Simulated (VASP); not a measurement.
# Cu (Fm-3m) in VASP: vibrations by perturbation theory with PBEsol

Aim: the vibrations by perturbation theory of Cu with PBEsol.

All numbers are computed with VASP 6.6.1; they aren't measurements. Logs are shortened: lines on timing, memory, paths and dates and some standing lists are left out, and cuts for length are marked.

## Step 1: The cell of the first run

Symmetry: Fm-3m, No. 225, cubic system. Conventional cell: a = 3.615 Å, b = 3.615 Å, c = 3.615 Å, α = 90.00°, β = 90.00°, γ = 90.00°. Cu (site symmetry m-3m) has 12 Cu at 2.56 Å within 3.4 Å.

## Step 2: Vibrations by perturbation theory, PBEsol

The input, INCAR:

```
ALGO = Normal
EDIFF = 1E-8
ENCUT = 520
GGA = PS
IBRION = 8
ISIF = 2
ISMEAR = 0
LASPH = True
LCHARG = False
LREAL = False
LWAVE = False
NELM = 100
NSW = 1
PREC = Accurate
SIGMA = 0.15
```

The input, KPOINTS:

```
k-points
0
Gamma
  18 18 14
```

The input, POSCAR:

```
Cu
1.0
    0.0000000000     -1.8075000000     -1.8075000000
    0.0000000000      1.8075000000     -1.8075000000
    3.6150000000      0.0000000000      0.0000000000
Cu
2
Direct
    0.5000000000      0.5000000000      0.5000000000
    0.0000000000      0.0000000000      0.0000000000
```

Potentials or basis: VASP PAW PBE potentials, release 64 (Cu).

On the command line:

```sh
cat potpaw_PBE.64/Cu/POTCAR > POTCAR
mpirun -np 1 vasp_std > vasp.out
```

OUTCAR:

```text
EDIFF = 1E-8
   ENCUT = 520
   GGA = PS
   IBRION = 8
   ISIF = 2
   ISMEAR = 0
   LASPH = True
   LREAL = False
   NELM = 100
   NSW = 1
   PREC = Accurate

 ion  position               nearest neighbor table
   1  0.500  0.500  0.500-   2 2.56   2 2.56   2 2.56   2 2.56   2 2.56   2 2.56   2 2.56   2 2.56

   2  0.000  0.000  0.000-   1 2.56   1 2.56   1 2.56   1 2.56   1 2.56   1 2.56   1 2.56   1 2.56

  LATTYP: Found a simple tetragonal cell.
 ALAT       =     2.5561910140
 C/A-ratio  =     1.4142135624

  Lattice vectors:

 A1 = (   0.0000000000,  -1.8075000000,  -1.8075000000)
 A2 = (   0.0000000000,   1.8075000000,  -1.8075000000)
 A3 = (   3.6150000000,   0.0000000000,   0.0000000000)

Analysis of symmetry for initial positions (statically):
=====================================================================
 Subroutine PRICEL returns following result:

  LATTYP: Found a face centered cubic cell.
 ALAT       =     3.6150000000

  Lattice vectors:

 A1 = (  -1.8075000000,   0.0000000000,   1.8075000000)
 A2 = (  -1.8075000000,  -1.8075000000,   0.0000000000)
 A3 = (  -0.0000000000,  -1.8075000000,   1.8075000000)

   2 primitive cells build up your supercell.

 Routine SETGRP: Setting up the symmetry group for a
 simple tetragonal supercell.

 Subroutine GETGRP returns: Found 16 space group operations
 (whereof 16 operations were pure point group operations)
 out of a pool of 16 trial point group operations.

The static configuration has the point symmetry D_4h.

Analysis of symmetry for dynamics (positions and initial velocities):
=====================================================================
 Subroutine PRICEL returns following result:

  LATTYP: Found a face centered cubic cell.
 ALAT       =     3.6150000000

  Lattice vectors:

 A1 = (  -1.8075000000,   0.0000000000,   1.8075000000)
 A2 = (  -1.8075000000,  -1.8075000000,   0.0000000000)
 A3 = (  -0.0000000000,  -1.8075000000,   1.8075000000)

   2 primitive cells build up your supercell.

 Routine SETGRP: Setting up the symmetry group for a
 simple tetragonal supercell.

 Subroutine GETGRP returns: Found 16 space group operations
 (whereof 16 operations were pure point group operations)
 out of a pool of 16 trial point group operations.

The dynamic configuration has the point symmetry D_4h.

 Subroutine INISYM returns: Found 16 space group operations
 (whereof 16 operations are pure point group operations),
 and found     2 'primitive' translations

----------------------------------------------------------------------------------------

                                     Primitive cell

  volume of cell :      11.8104

  direct lattice vectors                    reciprocal lattice vectors
    -1.807500000  0.000000000  1.807500000    -0.276625173  0.276625173  0.276625173
    -1.807500000 -1.807500000  0.000000000    -0.276625173 -0.276625173 -0.276625173
    -0.000000000 -1.807500000  1.807500000     0.276625173 -0.276625173  0.276625173

  length of vectors
     2.556191014  2.556191014  2.556191014     0.479128854  0.479128854  0.479128854

  position of ions in fractional coordinates (direct lattice)
     0.000000000  0.000000000  1.000000000

  ion indices of the primitive-cell ions
   primitive index   ion index
                 1           1

----------------------------------------------------------------------------------------

 KPOINTS: k-points
[... 99 lines left out ...]
 non-spin polarized calculation
 Gauss-broadening in eV      SIGMA  =   0.15
  energy-cutoff  :      520.00
  volume of cell :       23.62
 maximum number of plane-waves:       664
 NGX is ok and might be reduce to    20
   NGX =  9   NGY =  9   NGZ = 13

--------------------------------------- Ionic step        1  -------------------------------------------

 number of electron      21.9999942 magnetization

 Free energy of the ion-electron system (eV)
  ---------------------------------------------------
  ext. energy  EPLUGINS =         0.00000000
  ---------------------------------------------------
  free energy    TOTEN  =        -8.60449183 eV

  energy without entropy =       -8.59774104  energy(sigma->0) =       -8.60111643

 E-fermi :   7.4064     XC(G=0): -12.9078

 val. band max:        7.4048203283   @ k =   0.5000   0.1111   0.4286
 cond. band min:       7.4116046072   @ k =   0.5000   0.1667   0.1429
 fundamental gap:      0.0067842788
 Fermi energy:         7.4064007511

 k-point     1 :       0.0000    0.0000    0.0000
  band No.  band energies     occupation
      1      -1.9885      2.00000
      2       2.5150      2.00000
      3       2.9753      2.00000
      4       4.3729      2.00000
      5       4.3729      2.00000
      6       4.3747      2.00000
      7       5.2051      2.00000
      8       5.2059      2.00000
      9       5.7585      2.00000
     10       5.9135      2.00000
     11       5.9135      2.00000
     12       8.8561      0.00000
     13      14.4952      0.00000
     14      20.4320      0.00000
[... 401 lines left out ...]
      2       3.4440      2.00000
      3       3.5335      2.00000
      4       3.8167      2.00000
      5       4.0520      2.00000
      6       4.4671      2.00000
      7       4.9190      2.00000
      8       5.0325      2.00000
      9       5.1371      2.00000
     10       5.6641      2.00000
     11       5.6828      2.00000
     12      10.8799      0.00000
     13      13.6191      0.00000
     14      16.0025      0.00000
     15      20.8738      0.00000

 [... further k-points ...]

------------------------ aborting loop because EDIFF is reached ----------------------------------------

  FORCE on cell =-STRESS in cart. coord.  units (eV):
  Direction    XX          YY          ZZ          XY          YZ          ZX
  --------------------------------------------------------------------------------------
  -------------------------------------------------------------------------------------
  Total       -0.8910223     -0.8362141     -0.8362141      0.0000000      0.0000000      0.0000000
  in kB      -60.4371875    -56.7195968    -56.7195968      0.0000000      0.0000000      0.0000000
  external PRESSURE =     -57.9587937 kB  Pullay stress =       0.0000000 kB

 VOLUME and BASIS-vectors are now :
 -----------------------------------------------------------------------------
  energy-cutoff  :      520.00
  volume of cell :       23.62
      direct lattice vectors                 reciprocal lattice vectors
     0.000000000 -1.807500000 -1.807500000     0.000000000 -0.276625173 -0.276625173
     0.000000000  1.807500000 -1.807500000     0.000000000  0.276625173 -0.276625173
     3.615000000  0.000000000  0.000000000     0.276625173  0.000000000  0.000000000

 POSITION                                       TOTAL-FORCE (eV/Angst)
 -----------------------------------------------------------------------------------
      1.80750      0.00000     -1.80750         0.000000     -0.000000      0.000000
      0.00000      0.00000      0.00000        -0.000000      0.000000     -0.000000
 -----------------------------------------------------------------------------------
    total drift:                                0.000000      0.000000     -0.000000

  FREE ENERGIE OF THE ION-ELECTRON SYSTEM (eV)
  ---------------------------------------------------
  free  energy   TOTEN  =        -8.6044918260 eV

  energy  without entropy=       -8.5977410368  energy(sigma->0) =       -8.60111643

[... ionic steps 2 to 3 ...]

--------------------------------------- Ionic step        4  -------------------------------------------

------------------------ aborting loop because EDIFF is reached ----------------------------------------

--------------------------------------- Ionic step        5  -------------------------------------------

 Free energy of the ion-electron system (eV)
  ---------------------------------------------------
  ---------------------------------------------------
  free energy    TOTEN  =        -0.23436060 eV

  energy without entropy =       -0.23436060

------------------------ aborting loop because EDIFF is reached ----------------------------------------

 INTERNAL STRAIN TENSOR  FOR ION    1  DIRECTION 2   (eV/Angst):
 -----------------------------------------------------------------------------
    -0.00278  0.00000  0.00000
     0.00000  0.00024  0.00000
     0.00000  0.00000 -0.00560

 INTERNAL STRAIN TENSOR FOR ION    2 for displacements in x,y,z  (eV/Angst):
          X           Y           Z          XY          YZ          ZX
  --------------------------------------------------------------------------------
  x     0.00000     0.00000     0.00000     0.00000     0.00000     0.00000
  y     0.00000     0.00000     0.00000     0.00000     0.00000     0.00000
  z     0.00000     0.00000     0.00000     0.00000     0.00000     0.00000

 SECOND DERIVATIVES (NOT SYMMETRIZED)
 ------------------------------------
               1X          1Y          1Z          2X          2Y          2Z
  1X    -6.318636    0.000000    0.000000    6.318636   -0.000000   -0.000000
  1Y     0.000000   -3.206335    0.000000    0.000000    3.206335    0.000000
  1Z     0.000000    0.000000   -3.206335    0.000000    0.000000    3.206335
  2X     6.318636   -0.000000   -0.000000   -6.318636    0.000000    0.000000
  2Y     0.000000    3.206335    0.000000    0.000000   -3.206335    0.000000
  2Z     0.000000    0.000000    3.206335    0.000000    0.000000   -3.206335

 Eigenvectors and eigenvalues of the dynamical matrix
 ----------------------------------------------------

   1 f  =    6.971613 THz    43.803938 2PiTHz  232.547987 cm-1    28.832263 meV
             X         Y         Z           dx          dy          dz
      1.807500  0.000000 -1.807500     0.707107    0.000000    0.000000
      0.000000  0.000000  0.000000    -0.707107    0.000000    0.000000
[... 21 lines left out ...]
   6 f  =    0.000000 THz     0.000000 2PiTHz    0.000000 cm-1     0.000000 meV
             X         Y         Z           dx          dy          dz
      1.807500  0.000000 -1.807500    -0.000000    0.000000    0.707107
      0.000000  0.000000  0.000000     0.000000    0.000000    0.707107

--------------------------------------------------------------------------------------------------------

 ELASTIC MODULI CONTR FROM IONIC RELAXATION (kBar)
 Direction    XX          YY          ZZ          XY          YZ          ZX
 --------------------------------------------------------------------------------
 XX           0.0000      0.0000      0.0000      0.0000      0.0000      0.0000
 YY           0.0000      0.0000      0.0000      0.0000      0.0000      0.0000
 ZZ           0.0000      0.0000      0.0000      0.0000      0.0000      0.0000
 XY           0.0000      0.0000      0.0000      0.0000      0.0000      0.0000
 YZ           0.0000      0.0000      0.0000      0.0000      0.0000      0.0000
 ZX           0.0000      0.0000      0.0000      0.0000      0.0000      0.0000
 --------------------------------------------------------------------------------
```

Run time: 4.8 min. Hardware: 1 thread of AMD EPYC 9R45 (Zen 5), shared host; peak memory 0.54 GiB.

What came out:

```yaml
Highest_phonon_frequency_at_Γ: 233 cm⁻¹
```

Phonon frequencies in cm⁻¹ (negative: imaginary):
```csv
q point,frequencies
"(0.000, 0.000, 0.000)",0 0 0 166 166 233
```

Caveat: the cell stands under pressure or tension, which shifts response properties; the PAW data sets were made with another functional, which shifts forces and pressure a little.
